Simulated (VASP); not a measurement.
# Ge (P6_3/mmc) in VASP: further runs

Runs on Ge. Level: PBEsol. Tasks: single point, relaxation of shape and atoms at fixed volume.

All numbers are computed with VASP 6.6.1; they aren't measurements. Logs are shortened: lines on timing, memory, paths and dates and some standing lists are left out, and cuts for length are marked.

## (1) The cell of the first run

The structure is hexagonal, space group P6_3/mmc (No. 194). Conventional cell: a = 2.801 Å, b = 2.801 Å, c = 4.583 Å, α = 90.00°, β = 90.00°, γ = 120.00°. Within 3.7 Å of Ge (site symmetry -6m2) lie 12 Ge at 2.80 Å.

This isn't the form of Ge at room conditions, which is diamond.

## (2) Single point, PBEsol (15.57 Å³/atom)

Contents of INCAR:

```
  PREC = Accurate
  ENCUT = 520
  EDIFF = 1E-6
  ISMEAR = -1
  SIGMA = 0.08
  LREAL = F
  LASPH = T
  NELM = 60
  ALGO = Normal
  ISIF = 2
  LWAVE = F
  LCHARG = F
  GGA = PS
  NBANDS = 21
```

Contents of KPOINTS:

```
regular mesh
0
Gamma
  16 16 9
```

Contents of POSCAR:

```
Ge
1.0
    2.8007706261      0.0000000000      0.0000000000
   -1.4003853130      2.4255385124      0.0000000000
    0.0000000000      0.0000000000      4.5826812478
Ge
2
Direct
    0.3333333333      0.6666666667      0.2500000000
    0.6666666667      0.3333333333      0.7500000000
```

Potentials or basis: VASP PAW PBE potentials, release 64 (Ge_d).

The run is started by

```sh
cat potpaw_PBE.64/Ge_d/POTCAR > POTCAR
mpirun -np 1 vasp_std > vasp.out
```

OUTCAR:

```text
PREC = Accurate
   ENCUT = 520
   EDIFF = 1E-6
   ISMEAR = -1
   LREAL = F
   LASPH = T
   NELM = 60
   ISIF = 2
   GGA = PS

 ion  position               nearest neighbor table
   1  0.333  0.667  0.250-   2 2.80   2 2.80   2 2.80   2 2.80   2 2.80   2 2.80
   2  0.667  0.333  0.750-   1 2.80   1 2.80   1 2.80   1 2.80   1 2.80   1 2.80

  LATTYP: Found a hexagonal cell.
 ALAT       =     2.8007706261
 C/A-ratio  =     1.6362215474

  Lattice vectors:

 A1 = (   2.8007706261,   0.0000000000,   0.0000000000)
 A2 = (  -1.4003853130,   2.4255385124,   0.0000000000)
 A3 = (   0.0000000000,   0.0000000000,   4.5826812478)

Analysis of symmetry for initial positions (statically):
=====================================================================
 Subroutine PRICEL returns:
 Original cell was already a primitive cell.

 Routine SETGRP: Setting up the symmetry group for a
 hexagonal supercell.

 Subroutine GETGRP returns: Found 24 space group operations
 (whereof 12 operations were pure point group operations)
 out of a pool of 24 trial point group operations.

The static configuration has the point symmetry D_3d.
 The point group associated with its full space group is D_6h.

Analysis of symmetry for dynamics (positions and initial velocities):
=====================================================================
 Subroutine PRICEL returns:
 Original cell was already a primitive cell.

 Routine SETGRP: Setting up the symmetry group for a
 hexagonal supercell.

 Subroutine GETGRP returns: Found 24 space group operations
 (whereof 12 operations were pure point group operations)
 out of a pool of 24 trial point group operations.

The dynamic configuration has the point symmetry D_3d.
 The point group associated with its full space group is D_6h.

 Subroutine INISYM returns: Found 24 space group operations
 (whereof 12 operations are pure point group operations),
 and found     1 'primitive' translations

----------------------------------------------------------------------------------------

                                     Primitive cell

  volume of cell :      31.1319

  direct lattice vectors                    reciprocal lattice vectors
     2.800770626  0.000000000  0.000000000     0.357044590  0.206139790  0.000000000
    -1.400385313  2.425538512  0.000000000     0.000000000  0.412279580  0.000000000
     0.000000000  0.000000000  4.582681248     0.000000000  0.000000000  0.218212864

  length of vectors
     2.800770626  2.800770626  4.582681248     0.412279580  0.412279580  0.218212864

  position of ions in fractional coordinates (direct lattice)
     0.333333333  0.666666667  0.250000000
     0.666666667  0.333333333  0.750000000

  ion indices of the primitive-cell ions
   primitive index   ion index
                 1           1
                 2           2

----------------------------------------------------------------------------------------

 KPOINTS: regular mesh

Automatic generation of k-mesh.
 Grid dimensions read from file:
 generate k-points for:   16   16    9

 Generating k-lattice:

  Cartesian coordinates                     Fractional coordinates (reciprocal lattice)
     0.022315287  0.012883737  0.000000000     0.062500000  0.000000000  0.000000000
     0.000000000  0.025767474  0.000000000     0.000000000  0.062500000  0.000000000
     0.000000000  0.000000000  0.024245874     0.000000000  0.000000000  0.111111111

  Length of vectors
     0.025767474  0.025767474  0.024245874

  Shift w.r.t. Gamma in fractional coordinates (k-lattice)
     0.000000000  0.000000000  0.000000000

 Subroutine IBZKPT returns following result:
 ===========================================

 Found    150 irreducible k-points:

 Following reciprocal coordinates:
            Coordinates               Weight
  0.000000  0.000000  0.000000      1.000000
  0.062500  0.000000  0.000000      6.000000
  0.125000  0.000000  0.000000      6.000000
  0.187500 -0.000000  0.000000      6.000000
  0.250000  0.000000  0.000000      6.000000
  0.312500  0.000000  0.000000      6.000000
[... 16 lines left out ...]
  0.187500  0.187500  0.000000      6.000000
  0.250000  0.187500  0.000000     12.000000
 [... further k-points ...]
   k-points           NKPTS =    150   k-points in BZ     NKDIM =    150   number of bands    NBANDS=     21
   number of dos      NEDOS =    301   number of ions     NIONS =      2
   total plane-waves  NPLWV =  20736
   dimension x,y,z NGX =    24 NGY =   24 NGZ =   36
   dimension x,y,z NGXF=    48 NGYF=   48 NGZF=   72
   ions per type =               2
   NGX,Y,Z   is equivalent  to a cutoff of  14.25, 14.25, 13.06 a.u.
   NGXF,Y,Z  is equivalent  to a cutoff of  28.49, 28.49, 26.12 a.u.
 SYSTEM =  unknown system
   PREC   = accura    normal or accurate (medium, high low for compatibility)
   ISTART =      0    job   : 0-new  1-cont  2-samecut
   ICHARG =      2    charge: 1-file 2-atom 10-const
   ISPIN  =      1    spin polarized calculation?
   LNONCOLLINEAR =      F non collinear calculations
   LSORBIT =      F    spin-orbit coupling
   LASPH  =      T    aspherical Exc in radial PAW
   ENCUT  =  520.0 eV  38.22 Ry    6.18 a.u.   5.21  5.21  8.52*2*pi/ulx,y,z
   NELM   =     60;   NELMIN=  2; NELMDL= -5     # of ELM steps
   EDIFF  = 0.1E-05   stopping-criterion for ELM
   LREAL  =      F    real-space projection
   EDIFFG = 0.1E-04   stopping-criterion for IOM
   NSW    =      0    number of steps for IOM
   IBRION =     -1    ionic relax: 0-MD 1-quasi-New 2-CG
   NFREE  =      0    steps in history (QN), initial steepest desc. (CG)
   ISIF   =      2    stress and relaxation
   ISYM   =      2    0-nonsym 1-usesym 2-fastsym
   POTIM  = 0.5000    time-step for ionic-motion
   TEBEG  =    0.0;   TEEND  =   0.0 temperature during run
   PSTRESS=    0.0 pullay stress
   NELECT =      28.0000    total number of electrons
   NUPDOWN=      -1.0000    fix difference up-down
   EMIN   =  10.00;   EMAX   =-10.00  energy-range for DOS
   EFERMI =   0.00;   METHOD = LEGACY
   ISMEAR =    -1;   SIGMA  =   0.08  broadening in eV -4-tet -1-fermi 0-gaus
   EFERMI_NEDOS =   21; number of points for ismear=-14 and -15
   IALGO  =     38    algorithm
   IMIX   =      4    mixing-type and parameters
     AMIX     =   0.40;   BMIX     =  1.00
     AMIX_MAG =   1.60;   BMIX_MAG =  1.00
  volume/ion in A,a.u.               =      15.57       105.04
  Fermi-wavevector in a.u.,A,eV,Ry     =   1.580250  2.986239 33.976321  2.497189
  Thomas-Fermi vector in A             =   2.680506
   LORBIT       =      0    0 simple, 1 ext, 2 COOP (PROOUT), +10 PAW based schemes
   GGA     = PS    functional components
   LHFCALC =     F    Hartree Fock is set to
   AEXX    =    0.0000 exact exchange contribution
   IVDW    =     0    specifies the selected vdW correction
   LEPSILON=     F    determine dielectric tensor
   LRPA    =     F    only Hartree local field effects (RPA)
 non-spin polarized calculation
  energy-cutoff  :      520.00
  volume of cell :       31.13
 maximum number of plane-waves:       854
 NGX is ok and might be reduce to    24
   NGX = 11   NGY = 11   NGZ = 17

 number of electron      27.9999989 magnetization

 Free energy of the ion-electron system (eV)
  ---------------------------------------------------
  ext. energy  EPLUGINS =         0.00000000
  ---------------------------------------------------
  free energy    TOTEN  =        -9.07500207 eV

  energy without entropy =       -9.06300875  energy(sigma->0) =       -9.06900541

 E-fermi :   8.9926     XC(G=0): -12.4407

 val. band max:        8.9481579890   @ k =   0.3750  -0.0000   0.2222
 cond. band min:       9.0254253165   @ k =   0.2500   0.0000   0.2222
 fundamental gap:      0.0772673275
 Fermi energy:         8.9925927088

 k-point     1 :       0.0000    0.0000    0.0000
  band No.  band energies     occupation
      1     -15.8637      2.00000
      2     -15.8433      2.00000
      3     -15.8321      2.00000
      4     -15.8321      2.00000
      5     -15.8178      2.00000
      6     -15.8178      2.00000
[... 13 lines left out ...]
     20      22.7186      0.00000
     21      24.7884      0.00000

 k-point     2 :       0.0625    0.0000    0.0000
  band No.  band energies     occupation
      1     -15.8621      2.00000
      2     -15.8462      2.00000
      3     -15.8267      2.00000
      4     -15.8260      2.00000
      5     -15.8167      2.00000
      6     -15.8121      2.00000
[... 13 lines left out ...]
     20      23.0276      0.00000
     21      24.5869      0.00000

 k-point     3 :       0.1250    0.0000    0.0000
  band No.  band energies     occupation
      1     -15.8671      2.00000
      2     -15.8433      2.00000
      3     -15.8207      2.00000
      4     -15.8089      2.00000
      5     -15.8061      2.00000
      6     -15.7957      2.00000
[... 13 lines left out ...]
     20      23.7422      0.00000
     21      24.1789      0.00000

 k-point     4 :       0.1875   -0.0000    0.0000
  band No.  band energies     occupation
      1     -15.8822      2.00000
      2     -15.8343      2.00000
      3     -15.8174      2.00000
      4     -15.8083      2.00000
      5     -15.7999      2.00000
      6     -15.7833      2.00000
[... 13 lines left out ...]
     20      22.6909      0.00000
     21      24.4359      0.00000

 k-point     5 :       0.2500    0.0000    0.0000
  band No.  band energies     occupation
      1     -15.9000      2.00000
      2     -15.8358      2.00000
      3     -15.8269      2.00000
      4     -15.8100      2.00000
      5     -15.8028      2.00000
      6     -15.7537      2.00000
[... 13 lines left out ...]
     20      22.2130      0.00000
     21      24.0445      0.00000
[... 382 lines left out ...]
     20      19.5007      0.00000
     21      26.0371      0.00000

 k-point    22 :       0.4375    0.1250    0.0000
  band No.  band energies     occupation
      1     -15.9174      2.00000
      2     -15.8880      2.00000
      3     -15.8336      2.00000
      4     -15.8273      2.00000
      5     -15.7701      2.00000
      6     -15.7572      2.00000
[... 13 lines left out ...]
     20      19.4103      0.00000
     21      26.0066      0.00000

 k-point    23 :       0.1875    0.1875    0.0000
  band No.  band energies     occupation
      1     -15.8631      2.00000
      2     -15.8590      2.00000
      3     -15.8517      2.00000
      4     -15.8207      2.00000
      5     -15.7829      2.00000
      6     -15.7650      2.00000
[... 13 lines left out ...]
     20      22.5458      0.00000
     21      23.5408      0.00000

 k-point    24 :       0.2500    0.1875    0.0000
  band No.  band energies     occupation
      1     -15.8729      2.00000
      2     -15.8702      2.00000
      3     -15.8408      2.00000
      4     -15.8226      2.00000
      5     -15.7761      2.00000
      6     -15.7559      2.00000
[... 13 lines left out ...]
     20      22.4712      0.00000
     21      25.4350      0.00000

 [... further k-points ...]
[... 5 lines left out ...]
  --------------------------------------------------------------------------------------
  -------------------------------------------------------------------------------------
  Total        3.4436298      3.4436298      3.4648567      0.0000000     -0.0000000      0.0000000
  in kB      177.2236502    177.2236502    178.3160744      0.0000000     -0.0000000      0.0000000
  external PRESSURE =     177.5877916 kB  Pullay stress =       0.0000000 kB

 VOLUME and BASIS-vectors are now :
 -----------------------------------------------------------------------------
  energy-cutoff  :      520.00
  volume of cell :       31.13
      direct lattice vectors                 reciprocal lattice vectors
     2.800770626  0.000000000  0.000000000     0.357044590  0.206139790  0.000000000
    -1.400385313  2.425538512  0.000000000     0.000000000  0.412279580  0.000000000
     0.000000000  0.000000000  4.582681248     0.000000000  0.000000000  0.218212864

 POSITION                                       TOTAL-FORCE (eV/Angst)
 -----------------------------------------------------------------------------------
     -0.00000      1.61703      1.14567        -0.000000     -0.000000      0.000000
      1.40039      0.80851      3.43701         0.000000      0.000000      0.000000
 -----------------------------------------------------------------------------------
    total drift:                                0.000000     -0.000000      0.000000

  FREE ENERGIE OF THE ION-ELECTRON SYSTEM (eV)
  ---------------------------------------------------
  free  energy   TOTEN  =        -9.0750020728 eV

  energy  without entropy=       -9.0630087501  energy(sigma->0) =       -9.06900541
```

It took 26 s on 1 thread of Intel Xeon 6975P-C (Granite Rapids), shared host; peak memory 0.2 GiB.

What came out:

| Item | Value |
| --- | --- |
| Free energy | -9.0750 eV |
| Pressure | 17.8 GPa |
| Band gap on the k mesh | zero (bands 14 and 15 overlap by 11.47 eV) |

Stress tensor (GPa, compression positive):
```
17.72  0.00  0.00
 0.00 17.72  0.00
 0.00  0.00 17.83
```

Caveat: the cell stands under pressure; the PAW data sets were made with another functional, which shifts forces and pressure a little.

[end of part 1 of 2]
